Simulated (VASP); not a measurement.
Here is a VASP 6.6.1 calculation.

Contents of INCAR:

```
PREC     = Accurate       # precision mode
ENCUT    = 600            # plane-wave cutoff, eV
EDIFF    = 1E-7           # SCF threshold, eV
ISMEAR   = 0              # smearing method
SIGMA    = 0.2            # smearing width, eV
LREAL    = False          # projectors in reciprocal space
LASPH    = True           # aspherical terms in the spheres
NELM     = 200            # most SCF steps
ALGO     = Normal         # electronic algorithm
ISIF     = 3              # what is computed and relaxed
LWAVE    = False          # write WAVECAR
LCHARG   = False          # write CHGCAR
GGA      = PE             # functional
IBRION   = 2              # ionic algorithm
NSW      = 36             # ionic steps
EDIFFG   = -0.08          # ionic threshold
GGA_COMPAT= False        
NELMIN   = 4            
LMAXMIX  = 6              # l up to which the mixer works
```

The input KPOINTS:

```
Automatic mesh
0
Gamma
  3 3 2
```

POSCAR

```
Ho2Sb2N
1.0
    6.1714232000      0.0000000000      0.0000000000
   -3.0857116000      5.3446092700      0.0000000000
    0.0000000000      0.0000000000      7.8461564000
Ho Sb N
4 4 2
Direct
    0.3333333300      0.6666666700      0.6596890700
    0.3333333300      0.6666666700      0.3403109300
    0.6666666700      0.3333333300      0.3403109300
    0.6666666700      0.3333333300      0.6596890700
    0.5066480000      0.0000000000      0.0000000000
    0.0000000000      0.5066480000      0.0000000000
    0.4933520000      0.4933520000      0.0000000000
    0.0000000000      0.0000000000      0.0000000000
    0.0000000000      0.0000000000      0.7853010900
    0.0000000000      0.0000000000      0.2146989100
```

Potentials or basis: VASP PAW PBE potentials, release 64 (Ho_3, Sb, N), 4f in core.

Run with:

```sh
$ cat potpaw_PBE.64/Ho_3/POTCAR potpaw_PBE.64/Sb/POTCAR potpaw_PBE.64/N/POTCAR > POTCAR
$ mpirun -np 1 vasp_std > vasp.out
```

(1) What does it give for the relaxed cell?

(2) What does it give for the relaxed volume?

(3) Estimate the band gap on the k mesh.

Results:

(1) a = 6.673 Å, b = 6.673 Å, c = 8.210 Å, α = 90.00°, β = 90.00°, γ = 120.00°.

(2) 31.66 Å³/atom.

(3) zero (bands 33 and 34 overlap by 0.51 eV).

Caveat: the k points lie up to 0.38 Å⁻¹ apart in the final cell, too coarse for converged energies and pressures of a metal; the volume moved by over 15 % at a fixed basis, so the end points are rough; spin-orbit coupling is left out, which moves the levels of the heavy elements; the 4f electrons are frozen in the core, so they carry no moment and show no levels; the run has no spin polarisation, though such a crystal can be magnetic.
